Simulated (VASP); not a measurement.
Input of a VASP 6.6.1 run:

File INCAR:

```
PREC     = Accurate       # precision mode
ENCUT    = 520            # plane-wave cutoff, eV
EDIFF    = 1E-6           # SCF threshold, eV
ISMEAR   = -1             # smearing method
SIGMA    = 0.1            # smearing width, eV
LREAL    = False          # projectors in reciprocal space
LASPH    = True           # aspherical terms in the spheres
NELM     = 60             # most SCF steps
ALGO     = Normal         # electronic algorithm
ISIF     = 2              # what is computed and relaxed
LWAVE    = False          # write WAVECAR
LCHARG   = True           # write CHGCAR
GGA      = PS             # functional
LELF     = True           # ELF
LVHAR    = True         
NBANDS   = 17             # bands
```

The input KPOINTS:

```
Automatic mesh
0
Gamma
  9 9 5
```

File POSCAR:

```
Ca
1.0
    3.8541369918      0.0000000000      0.0000000000
   -1.9270684959      3.3377805445      0.0000000000
    0.0000000000      0.0000000000      6.3472792847
Ca
2
Direct
    0.3333333333      0.6666666667      0.2500000000
    0.6666666667      0.3333333333      0.7500000000
```

Potentials or basis: VASP PAW PBE potentials, release 64 (Ca_sv).

Run with:

```bash
$ cat potpaw_PBE.64/Ca_sv/POTCAR > POTCAR
$ mpirun -np 1 vasp_std > vasp.out
```

(1) Estimate the pressure.

(2) What does it give for the band gap on the k mesh?

Results:

(1) 0.0 GPa.

(2) zero (bands 10 and 11 overlap by 0.41 eV).

Caveat: the PAW data sets were made with another functional, which shifts forces and pressure a little.
